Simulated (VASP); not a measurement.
# B16P16H (a cell with a defect) in VASP: further runs

The runs below take B16P16H (a cell with a defect) through single point, with PBE.

Everything below comes from runs of VASP 6.6.1. Logs are shortened: lines on timing, memory, paths and dates and some standing lists are left out, and cuts for length are marked.

## Step 1: The cell of the first run

The cell holds a defect, 33 atoms: a = 7.878 Å, b = 7.878 Å, c = 7.878 Å, α = 109.47°, β = 109.47°, γ = 109.47°.

## Step 2: Single point, PBE

File INCAR:

```
SYSTEM = B16P16H
  PREC = Accurate
  ENCUT = 520
  EDIFF = 1E-7
  ISMEAR = 0
  SIGMA = 0.02
  LREAL = Auto
  LASPH = .True.
  NELM = 80
  ALGO = Normal
  ISIF = 2
  LWAVE = .False.
  LCHARG = .False.
  GGA = PE
  NBANDS = 86
  NELECT = 130.0
```

File KPOINTS:

```
Automatic mesh
0
Gamma
  2 2 2
  0.5 0.5 0.5
```

File POSCAR:

```
B16P16H
1.0
   -4.5481928018      4.5481928018     -4.5481928018
   -4.5481928018     -4.5481928018      4.5481928018
    4.5481928018      4.5481928018      4.5481928018
B P H
16 16 1
Direct
    0.2550826340      0.2527924937      0.4987374324
    0.0000008795      0.4991140655      0.4987374324
    0.0000008795      0.2527924937      0.7538191870
    0.7489644016      0.7484754161      0.4987376523
    0.7502274307      0.4985831953      0.7487139724
    0.7500243830      0.2486066553     -0.0010126000
    0.4975289304     -0.0026533616      0.4987373225
    0.4997508019      0.7483566877      0.7485110347
    0.5024728721      0.4998187410      0.0012093814
    0.5002510006      0.2486067652      0.2487611122
    0.2510372910     -0.0004881060      0.7497740638
    0.2497742619      0.7483565777     -0.0015125788
    0.2499773096      0.4985830854      0.2489639400
    0.0000008795     -0.0026530318     -0.0037341205
    0.0000008795      0.7484755261      0.2477010208
    0.7449190585     -0.0022893708      0.2436556778
    0.0000008795      0.0005392252      0.2506653851
    0.7489720969      0.2489290910      0.2477087162
    0.7519288757      0.0005392252      0.4987374324
    0.5001696496      0.4988004244      0.2491205957
    0.5017351065      0.2486406248      0.4987375423
    0.4998320430     -0.0013683457      0.7489517592
    0.2496176063      0.7484171512      0.2485229957
    0.2510297056      0.4999579172      0.4987375423
    0.2480728169      0.2486111626      0.7468094797
    0.2502154261     -0.0013682358     -0.0014311179
    0.0000007695      0.7513449075      0.4987374324
    0.0000008795      0.4999579172      0.7497661486
    0.0000008795      0.2486407347      0.0004718358
    0.7497863764      0.7484172612      0.7483543791
    0.7503840863      0.4988004244     -0.0010938411
    0.4982666960      0.7469064413     -0.0029966847
    0.0000009894      0.0714213346      0.4987379821
```

Potentials or basis: VASP PAW PBE potentials, release 64 (B, P, H).

Launch:

```sh
$ cat potpaw_PBE.64/B/POTCAR potpaw_PBE.64/P/POTCAR potpaw_PBE.64/H/POTCAR > POTCAR
$ mpirun -np 1 vasp_std > vasp.out
```

OUTCAR:

```text
SYSTEM = B16P16H
   PREC = Accurate
   ENCUT = 520
   EDIFF = 1E-7
   ISMEAR = 0
   LREAL = Auto
   LASPH = .True.
   NELM = 80
   ISIF = 2
   GGA = PE
   NELECT = 130.0

 ion  position               nearest neighbor table
   1  0.255  0.253  0.499-  21 1.95  24 1.96  17 1.98  25 1.98
   2  0.000  0.499  0.499-  28 1.98  18 1.98  24 1.98  27 1.99
   3  0.000  0.253  0.754-  29 1.95  28 1.96  25 1.98  19 1.98
   4  0.749  0.748  0.499-  30 1.96  20 1.96  27 1.97  19 1.98
   5  0.750  0.499  0.749-  28 1.96  21 1.97  31 1.97  30 1.97
   6  0.750  0.249  0.999-  18 1.96  29 1.97  22 1.97  31 1.97
[... 8 lines left out ...]
  15  0.000  0.748  0.248-  23 1.96  31 1.96  27 1.97  17 1.98
  16  0.745  0.998  0.244-  32 1.95  18 1.96  19 1.98  17 1.98
  17  0.000  0.001  0.251-  33 1.84  15 1.98   1 1.98  16 1.98  14 2.00
  18  0.749  0.249  0.248-  16 1.96  10 1.96   6 1.96   2 1.98
  19  0.752  0.001  0.499-  33 1.84   4 1.98  16 1.98   3 1.98   7 2.00
  20  0.500  0.499  0.249-   9 1.96   4 1.96  13 1.97  10 1.97
  21  0.502  0.249  0.499-   1 1.95   5 1.97  10 1.97   7 1.97
  22  0.500  0.999  0.749-   7 1.96  11 1.96   6 1.97   8 1.97
  23  0.250  0.748  0.249-   7 1.96  15 1.96  12 1.97  13 1.97
  24  0.251  0.500  0.499-   1 1.96   8 1.96  13 1.96   2 1.98
  25  0.248  0.249  0.747-  33 1.84  11 1.98   3 1.98   1 1.98   9 2.00
  26  0.250  0.999  0.999-  14 1.96  11 1.96  10 1.97  12 1.97
  27  0.000  0.751  0.499-   4 1.97  15 1.97  11 1.97   2 1.99
  28  0.000  0.500  0.750-   3 1.96  12 1.96   5 1.96   2 1.98
  29  0.000  0.249  0.000-   3 1.95  13 1.97   6 1.97  14 1.97
  30  0.750  0.748  0.748-  14 1.96   4 1.96   8 1.97   5 1.97
  31  0.750  0.499  0.999-   9 1.96  15 1.96   5 1.97   6 1.97
  32  0.498  0.747  0.997-  16 1.95   8 1.97  12 1.97   9 1.97
  33  0.000  0.071  0.499-  25 1.84  19 1.84  17 1.84

  LATTYP: Found a body centered cubic cell.
 ALAT       =     9.0963856036

  Lattice vectors:

 A1 = (  -4.5481928018,   4.5481928018,  -4.5481928018)
 A2 = (  -4.5481928018,  -4.5481928018,   4.5481928018)
 A3 = (   4.5481928018,   4.5481928018,   4.5481928018)

Analysis of symmetry for initial positions (statically):
=====================================================================
 Subroutine PRICEL returns:
 Original cell was already a primitive cell.

 Routine SETGRP: Setting up the symmetry group for a
 body centered cubic supercell.

 Subroutine GETGRP returns: Found  6 space group operations
 (whereof  2 operations were pure point group operations)
 out of a pool of 48 trial point group operations.

The static configuration has the point symmetry C_1h.
 The point group associated with its full space group is C_3v.

Analysis of symmetry for dynamics (positions and initial velocities):
=====================================================================
 Subroutine PRICEL returns:
 Original cell was already a primitive cell.

 Routine SETGRP: Setting up the symmetry group for a
 body centered cubic supercell.

 Subroutine GETGRP returns: Found  6 space group operations
 (whereof  2 operations were pure point group operations)
 out of a pool of 48 trial point group operations.

The dynamic configuration has the point symmetry C_1h.
 The point group associated with its full space group is C_3v.

 Subroutine INISYM returns: Found  6 space group operations
 (whereof  2 operations are pure point group operations),
 and found     1 'primitive' translations

----------------------------------------------------------------------------------------

                                     Primitive cell

  volume of cell :     376.3367

  direct lattice vectors                    reciprocal lattice vectors
    -4.548192802  4.548192802 -4.548192802    -0.109933774  0.109933774  0.000000000
    -4.548192802 -4.548192802  4.548192802    -0.109933774  0.000000000  0.109933774
     4.548192802  4.548192802  4.548192802     0.000000000  0.109933774  0.109933774

  length of vectors
     7.877701015  7.877701015  7.877701015     0.155469834  0.155469834  0.155469834

  position of ions in fractional coordinates (direct lattice)
     0.255082634  0.252792494  0.498737432
     0.000000879  0.499114066  0.498737432
     0.000000879  0.252792494  0.753819187
     0.748964402  0.748475416  0.498737652
     0.750227431  0.498583195  0.748713972
     0.750024383  0.248606655  0.998987400
[... 25 lines left out ...]
     0.498266696  0.746906441  0.997003315
     0.000000989  0.071421335  0.498737982

  ion indices of the primitive-cell ions
   primitive index   ion index
                 1           1
                 2           2
                 3           3
                 4           4
                 5           5
                 6           6
[... 25 lines left out ...]
                32          32
                33          33

----------------------------------------------------------------------------------------

 KPOINTS: Automatic mesh

Automatic generation of k-mesh.
 Grid dimensions read from file:
 generate k-points for:    2    2    2

 Generating k-lattice:

  Cartesian coordinates                     Fractional coordinates (reciprocal lattice)
    -0.054966887  0.054966887  0.000000000     0.500000000  0.000000000  0.000000000
    -0.054966887  0.000000000  0.054966887     0.000000000  0.500000000  0.000000000
     0.000000000  0.054966887  0.054966887     0.000000000  0.000000000  0.500000000

  Length of vectors
     0.077734917  0.077734917  0.077734917

  Shift w.r.t. Gamma in fractional coordinates (k-lattice)
     0.500000000  0.500000000  0.500000000

 Subroutine IBZKPT returns following result:
 ===========================================

 Found      2 irreducible k-points:

 Following reciprocal coordinates:
            Coordinates               Weight
  0.250000  0.250000  0.250000      2.000000
 -0.250000  0.250000  0.250000      6.000000
   k-points           NKPTS =      2   k-points in BZ     NKDIM =      2   number of bands    NBANDS=     86
   number of dos      NEDOS =    301   number of ions     NIONS =     33
   total plane-waves  NPLWV = 216000
   dimension x,y,z NGX =    60 NGY =   60 NGZ =   60
   dimension x,y,z NGXF=   120 NGYF=  120 NGZF=  120
   ions per type =              16  16   1
   NGX,Y,Z   is equivalent  to a cutoff of  12.66, 12.66, 12.66 a.u.
   NGXF,Y,Z  is equivalent  to a cutoff of  25.32, 25.32, 25.32 a.u.
 SYSTEM =  B16P16H
   PREC   = accura    normal or accurate (medium, high low for compatibility)
   ISTART =      0    job   : 0-new  1-cont  2-samecut
   ICHARG =      2    charge: 1-file 2-atom 10-const
   ISPIN  =      1    spin polarized calculation?
   LNONCOLLINEAR =      F non collinear calculations
   LSORBIT =      F    spin-orbit coupling
   LASPH  =      T    aspherical Exc in radial PAW
   ENCUT  =  520.0 eV  38.22 Ry    6.18 a.u.  14.65 14.65 14.65*2*pi/ulx,y,z
   NELM   =     80;   NELMIN=  2; NELMDL= -5     # of ELM steps
   EDIFF  = 0.1E-06   stopping-criterion for ELM
   LREAL  =      T    real-space projection
   EDIFFG = 0.1E-05   stopping-criterion for IOM
   NSW    =      0    number of steps for IOM
   IBRION =     -1    ionic relax: 0-MD 1-quasi-New 2-CG
   NFREE  =      0    steps in history (QN), initial steepest desc. (CG)
   ISIF   =      2    stress and relaxation
   ISYM   =      2    0-nonsym 1-usesym 2-fastsym
   POTIM  = 0.5000    time-step for ionic-motion
   TEBEG  =    0.0;   TEEND  =   0.0 temperature during run
   PSTRESS=    0.0 pullay stress
   NELECT =     130.0000    total number of electrons
   NUPDOWN=      -1.0000    fix difference up-down
   EMIN   =  10.00;   EMAX   =-10.00  energy-range for DOS
   EFERMI =   0.00;   METHOD = LEGACY
   ISMEAR =     0;   SIGMA  =   0.02  broadening in eV -4-tet -1-fermi 0-gaus
   EFERMI_NEDOS =   21; number of points for ismear=-14 and -15
   IALGO  =     38    algorithm
   IMIX   =      4    mixing-type and parameters
     AMIX     =   0.40;   BMIX     =  1.00
     AMIX_MAG =   1.60;   BMIX_MAG =  1.00
  volume/ion in A,a.u.               =      11.40        76.96
  Fermi-wavevector in a.u.,A,eV,Ry     =   1.148675  2.170681 17.952258  1.319454
  Thomas-Fermi vector in A             =   2.285349
   LORBIT       =      0    0 simple, 1 ext, 2 COOP (PROOUT), +10 PAW based schemes
   GGA     = PE    functional components
   LHFCALC =     F    Hartree Fock is set to
   AEXX    =    0.0000 exact exchange contribution
   IVDW    =     0    specifies the selected vdW correction
   LEPSILON=     F    determine dielectric tensor
   LRPA    =     F    only Hartree local field effects (RPA)
 non-spin polarized calculation
 Gauss-broadening in eV      SIGMA  =   0.02
  energy-cutoff  :      520.00
  volume of cell :      376.34
 maximum number of plane-waves:     10168
 NGX is ok and might be reduce to    60
   NGX = 29   NGY = 29   NGZ = 29

 number of electron     130.0000007 magnetization

 Free energy of the ion-electron system (eV)
  ---------------------------------------------------
  ext. energy  EPLUGINS =         0.00000000
  ---------------------------------------------------
  free energy    TOTEN  =      -199.39971951 eV

  energy without entropy =     -199.39971951  energy(sigma->0) =     -199.39971951

 E-fermi :   8.0452     XC(G=0): -10.9541

 val. band max:        7.9471786428   @ k =  -0.2500   0.2500   0.2500
 cond. band min:       9.0080363358   @ k =  -0.2500   0.2500   0.2500
 fundamental gap:      1.0608576930
 Fermi energy:         8.0452281962

 k-point     1 :       0.2500    0.2500    0.2500
  band No.  band energies     occupation
      1      -7.1552      2.00000
      2      -6.9742      2.00000
      3      -6.9607      2.00000
      4      -6.9607      2.00000
      5      -4.6964      2.00000
      6      -4.4081      2.00000
[... 69 lines left out ...]
     76       9.9137      0.00000
     77      11.1376      0.00000

 k-point     2 :      -0.2500    0.2500    0.2500
  band No.  band energies     occupation
      1      -7.7458      2.00000
      2      -6.4486      2.00000
      3      -6.2763      2.00000
      4      -6.2297      2.00000
      5      -6.2055      2.00000
      6      -5.2018      2.00000
[... 69 lines left out ...]
     76      11.0445      0.00000
     77      11.3241      0.00000
 [bands above 77 left out]

------------------------ aborting loop because EDIFF is reached ----------------------------------------

  FORCE on cell =-STRESS in cart. coord.  units (eV):
  Direction    XX          YY          ZZ          XY          YZ          ZX
  --------------------------------------------------------------------------------------
  -------------------------------------------------------------------------------------
  Total       12.4643536     12.4643536     12.4643536     -1.9157201      1.9157201      1.9157201
  in kB       53.0644602     53.0644602     53.0644602     -8.1557900      8.1557900      8.1557900
  external PRESSURE =      53.0644602 kB  Pullay stress =       0.0000000 kB

 VOLUME and BASIS-vectors are now :
 -----------------------------------------------------------------------------
  energy-cutoff  :      520.00
  volume of cell :      376.34
      direct lattice vectors                 reciprocal lattice vectors
    -4.548192802  4.548192802 -4.548192802    -0.109933774  0.109933774  0.000000000
    -4.548192802 -4.548192802  4.548192802    -0.109933774  0.000000000  0.109933774
     4.548192802  4.548192802  4.548192802     0.000000000  0.109933774  0.109933774

 POSITION                                       TOTAL-FORCE (eV/Angst)
 -----------------------------------------------------------------------------------
     -0.04156      2.27877      2.25794        -0.113493     -0.009480      0.009480
     -0.00172     -0.00171      4.53842        -0.021845     -0.021845      0.021845
      2.27876      2.27877      4.57826        -0.009480     -0.009480      0.113493
     -4.54229      2.27058      2.26613        -0.021249     -0.020228      0.020228
     -2.27454      4.54982      2.26077        -0.020922     -0.025607      0.024088
      0.00162      6.82413      2.26304        -0.025607     -0.024088      0.020922
[... 25 lines left out ...]
     -1.12872      3.40370      5.66542        -0.016576     -0.016726      0.016576
      1.94351      1.94352      2.59319         0.725998      0.725998     -0.725998
 -----------------------------------------------------------------------------------
    total drift:                                0.017825      0.001489      0.008741

  FREE ENERGIE OF THE ION-ELECTRON SYSTEM (eV)
  ---------------------------------------------------
  free  energy   TOTEN  =      -199.3997195081 eV

  energy  without entropy=     -199.3997195081  energy(sigma->0) =     -199.39971951
```

Run time: 100 s. Hardware: 1 thread of AMD EPYC 9R45 (Zen 5), shared host; peak memory 0.47 GiB.

Results:

- Free energy: -199.3997 eV
- Largest force: 1.257 eV/Å

Forces in eV/Å, atoms in the order of the input:
```
B   -0.113 -0.009  0.009
B   -0.022 -0.022  0.022
B   -0.009 -0.009  0.113
B   -0.021 -0.020  0.020
B   -0.021 -0.026  0.024
B   -0.026 -0.024  0.021
B   -0.039 -0.002  0.002
B   -0.024 -0.021  0.026
B   -0.002 -0.039  0.002
B   -0.021 -0.024  0.026
B   -0.020 -0.021  0.020
B   -0.026 -0.021  0.024
B   -0.024 -0.026  0.021
B   -0.002 -0.002  0.039
B   -0.020 -0.020  0.021
B   -0.009 -0.113  0.009
P    0.024  0.024  0.113
P   -0.020 -0.038  0.020
P   -0.113  0.024 -0.024
P   -0.015 -0.024  0.013
P   -0.017 -0.017  0.017
P   -0.024 -0.015  0.013
P   -0.024 -0.013  0.015
P   -0.038 -0.020  0.020
P    0.024 -0.113 -0.024
P   -0.013 -0.015  0.024
P   -0.029 -0.029  0.029
P   -0.020 -0.020  0.038
P   -0.017 -0.017  0.017
P   -0.015 -0.013  0.024
P   -0.013 -0.024  0.015
P   -0.017 -0.017  0.017
H    0.726  0.726 -0.726
```

Caveat: the cell carries a net charge on a neutralising background, which shifts energy and pressure; the cell is charged against a uniform background, so pressure and absolute levels hang on convention.

## Step 3: Single point, PBE

File INCAR:

```
SYSTEM = B16P16H
PREC     = Accurate       ! precision mode
ENCUT    = 520            ! plane-wave cutoff, eV
EDIFF    = 1E-6           ! SCF threshold, eV
ISMEAR   = 0              ! smearing method
SIGMA    = 0.02           ! smearing width, eV
LREAL    = Auto         
LASPH    = .True.         ! aspherical terms in the spheres
NELM     = 60             ! most SCF steps
ALGO     = Normal         ! electronic algorithm
ISIF     = 2              ! what is computed and relaxed
LWAVE    = .False.        ! write WAVECAR
LCHARG   = .False.        ! write CHGCAR
GGA      = PE             ! functional
NBANDS   = 86             ! bands
NELECT   = 130.0
```

KPOINTS is that of step 2.

File POSCAR:

```
B16P16H
1.0
   -4.5481928018      4.5481928018     -4.5481928018
   -4.5481928018     -4.5481928018      4.5481928018
    4.5481928018      4.5481928018      4.5481928018
B P H
16 16 1
Direct
    0.2499317970      0.2479997109      0.4974748430
    0.0000008795      0.4983454086      0.4974747331
    0.0000008795      0.2479997109      0.7474059804
    0.7489833102      0.7478788055      0.4974750629
    0.7504521353      0.4977574827      0.7474957963
    0.7499800797      0.2477366394     -0.0020948980
    0.4957507516     -0.0033167020      0.4974747331
    0.4995705105      0.7473063804      0.7470238506
    0.5042510509      0.5009335794      0.0017249708
    0.5004312920      0.2477367493      0.2474542195
    0.2510183824     -0.0011036252      0.7484925658
    0.2495496672      0.7473062704     -0.0029554596
    0.2500216129      0.4977573728      0.2479259453
    0.0000007695     -0.0033163722     -0.0067752185
    0.0000008795      0.7478790254      0.2464574500
    0.7500697857     -0.0019313165      0.2475438155
    0.0000008795     -0.0022605682      0.2432109957
    0.7496518175      0.2481603242      0.2471258473
    0.7457375155     -0.0022605682      0.4974748430
    0.5005672801      0.4985432893      0.2484077851
    0.5018128297      0.2483171996      0.4974749529
    0.4994345225     -0.0020231112      0.7478414281
    0.2490678275      0.7476102373      0.2471082579
    0.2503498751      0.4985093198      0.4974749529
    0.2542642870      0.2520029493      0.7517383605
    0.2503675745     -0.0020230013     -0.0030913377
    0.0000008795      0.7499915128      0.4974749529
    0.0000008795      0.4985093198      0.7478237287
    0.0000008795      0.2483173096     -0.0007130305
    0.7496342281      0.7476103473      0.7465420109
    0.7509339751      0.4985432893     -0.0019586901
    0.4981889728      0.7465052930     -0.0043369973
    0.0000012093      0.1423093805      0.4974742933
```

Potentials or basis: VASP PAW PBE potentials, release 64 (B, P, H).

Launch:

```sh
$ cat potpaw_PBE.64/B/POTCAR potpaw_PBE.64/P/POTCAR potpaw_PBE.64/H/POTCAR > POTCAR
$ mpirun -np 1 vasp_std > vasp.out
```

It took 84 s on 1 thread of AMD EPYC 9R45 (Zen 5), shared host; peak memory 0.47 GiB.

Results (log left out):

- Free energy: -198.9389 eV
- Largest force: 0.003 eV/Å

Forces on the atoms (eV/Å):
```
B    0.002 -0.001  0.001
B    0.000  0.000  0.000
B   -0.001 -0.001 -0.002
B   -0.001  0.000  0.000
B    0.000 -0.001  0.000
B   -0.001  0.000  0.000
B   -0.001  0.000  0.000
B    0.000  0.000  0.001
B    0.000 -0.001  0.000
B    0.000  0.000  0.001
B    0.000 -0.001  0.000
B   -0.001  0.000  0.000
B    0.000 -0.001  0.000
B    0.000  0.000  0.001
B    0.000  0.000  0.001
B   -0.001  0.002  0.001
P    0.000  0.000 -0.001
P    0.000 -0.001  0.000
P    0.001  0.000  0.000
P    0.000  0.001  0.000
P   -0.001  0.002 -0.002
P    0.001  0.000  0.000
P    0.001  0.000  0.000
P   -0.001  0.000  0.000
P    0.000  0.001  0.000
P    0.000  0.000 -0.001
P   -0.001 -0.001  0.001
P    0.000  0.000  0.001
P    0.002  0.002  0.001
P    0.000  0.000 -0.001
P    0.000  0.001  0.000
P    0.002 -0.001 -0.002
H    0.001  0.001 -0.001
```

Levels at points of the mesh, in eV from the Fermi level:
| k point | band 62 | band 63 | band 64 | band 65 | band 66 | band 67 | band 68 | band 69 |
| --- | --- | --- | --- | --- | --- | --- | --- | --- |
| (0.25, 0.25, 0.25) | -2.12 | -2.09 | -2.09 | -0.22 | 1.40 | 1.47 | 1.47 | 1.50 |

Caveat: the cell carries a net charge on a neutralising background, which shifts energy and pressure; the cell is charged against a uniform background, so pressure and absolute levels hang on convention.
